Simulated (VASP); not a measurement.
A run of VASP 6.6.1:

File INCAR:

```
PREC = Accurate
ENCUT = 520
EDIFF = 1E-6
ISMEAR = 0
SIGMA = 0.1
LREAL = F
LASPH = T
NELM = 80
ALGO = Normal
ISIF = 2
LWAVE = F
LCHARG = F
GGA = PE
NBANDS = 41
```

Contents of KPOINTS:

```
Automatic mesh
0
Gamma
  4 4 2
```

Contents of POSCAR:

```
Sr2Ga2O3
1.0
    4.0150853700      0.0000000000      0.0000000000
    0.0000000000      4.0150853700      0.0000000000
    0.0000000000      0.0000000000      8.0301707400
Sr Ga O
2 2 3
Direct
    0.5000000000      0.5000000000      0.2500000000
    0.5000000000      0.5000000000      0.7500000000
    0.0000000000      0.0000000000      0.0000000000
    0.0000000000      0.0000000000      0.5000000000
    0.5000000000      0.0000000000      0.0000000000
    0.0000000000      0.0000000000      0.2500000000
    0.0000000000      0.0000000000      0.7500000000
```

Potentials or basis: VASP PAW PBE potentials, release 64 (Sr_sv, Ga_d, O).

Run with:

```console
$ cat potpaw_PBE.64/Sr_sv/POTCAR potpaw_PBE.64/Ga_d/POTCAR potpaw_PBE.64/O/POTCAR > POTCAR
$ mpirun -np 1 vasp_std > vasp.out
```

Hardware: 1 thread of Oxide Virtual Turin-like Processor, with other jobs on the host.

Question: Estimate the wall time of this run.

Answer: Wall time 93 s on 1 thread of Oxide Virtual Turin-like Processor, with other jobs on the host, peak memory 0.23 GiB. Counts: scf iterations 14, k points 18.
